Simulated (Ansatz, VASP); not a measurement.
ZnCu in VASP and in Ansatz

Contents of INCAR:

```
SYSTEM = ZnCu
PREC     = Accurate       ! precision mode
ENCUT    = 520            ! plane-wave cutoff, eV
EDIFF    = 1E-6           ! SCF threshold, eV
ISMEAR   = 0              ! smearing method
SIGMA    = 0.1            ! smearing width, eV
LREAL    = .FALSE.        ! projectors in reciprocal space
LASPH    = .TRUE.         ! aspherical terms in the spheres
NELM     = 80             ! most SCF steps
ALGO     = Fast           ! electronic algorithm
ISIF     = 2              ! what is computed and relaxed
LWAVE    = .FALSE.        ! write WAVECAR
LCHARG   = .FALSE.        ! write CHGCAR
GGA      = PE             ! functional
NBANDS   = 18             ! bands
```

The input KPOINTS:

```
regular mesh
0
G
  16 16 12
  0 0 0
```

Contents of POSCAR:

```
ZnCu
1.0
    2.7538924576      0.0000000000      0.0000000000
    0.0000000000      2.7538924576      0.0000000000
    0.0000000000      0.0000000000      3.4340804945
Zn Cu
1 1
Direct
    0.5000000000      0.5000000000      0.5000000000
    0.0000000000      0.0000000000      0.0000000000
```

Input for Ansatz:

```yaml
crystal:
  lattice:
    - [2.7538924576, 0.0, 0.0]
    - [0.0, 2.7538924576, 0.0]
    - [0.0, 0.0, 3.4340804945]
  atoms:
    - { symbol: Zn, position: [0.5, 0.5, 0.5] }
    - { symbol: Cu, position: [0.0, 0.0, 0.0] }
basis:
  ecutwfc: 420
kpoints:
  mp_grid: { grid: [16, 16, 12] }
hamiltonian:
  xc: pbe
scf:
  occupations: { method: gaussian, width: 0.1 }
output:
  forces: true
  stress: true
  eigenvalues: true
```

Alike in both runs: task single point; functional PBE; k mesh 16 × 16 × 12; occupations gaussian, width 0.1 eV; no spin polarisation.

```csv
,VASP,Ansatz
version,VASP 6.6.1,Ansatz 0.2.0
potentials or method,"VASP PAW PBE potentials, release 64 (Zn, Cu), cutoff 520 eV","scalar-relativistic, plane waves, PAW"
valence electrons in the cell,23,31
```

|  | VASP | Ansatz | Ansatz less VASP |
| --- | --- | --- | --- |
| gap on the k mesh at the Fermi level (eV) | none | none | - |
| pressure (GPa) | 0.8 | 0.0 | -0.80 |
| traceless stress, the component that is largest in VASP (GPa) | -0.65 | -0.60 | +0.048 |

A gap of «none» marks a metal or a gap that the smearing closes. With one functional, cell and mesh, what is left measures potentials, basis and numerics. VASP's potentials hold 23 valence electrons a cell and Ansatz's 31, so a difference there can come from the potentials and not from the codes.
